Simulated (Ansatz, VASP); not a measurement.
## One calculation of Zn, two programs

```xyz
1
Lattice="0.0000 2.0229 2.0229 2.0229 0.0000 2.0229 2.0229 2.0229 0.0000" Properties=species:S:1:pos:R:3 pbc="T T T"
Zn    0.0000    0.0000    0.0000
```

Alike in both runs: task single point; functional PBEsol; k mesh 8 × 8 × 8; occupations gaussian, width 0.1 eV; no spin polarisation.

|  | VASP | Ansatz |
| --- | --- | --- |
| version | VASP 6.6.1 | Ansatz 0.2.0 |
| potentials or method | VASP PAW PBE potentials, release 64 (Zn), cutoff 500 eV | scalar-relativistic, plane waves, PAW |
| valence electrons in the cell | 12 | 12 |

|  | VASP | Ansatz | Ansatz less VASP |
| --- | --- | --- | --- |
| gap on the k mesh at the Fermi level (eV) | none | none | - |
| pressure (GPa) | -8.6 | -8.9 | -0.28 |

VASP's potentials were made for PBE, not for PBEsol. A gap of «none» marks a metal or a gap that the smearing closes. The functional is the same, so the differences come from potentials, cutoffs and numerics.
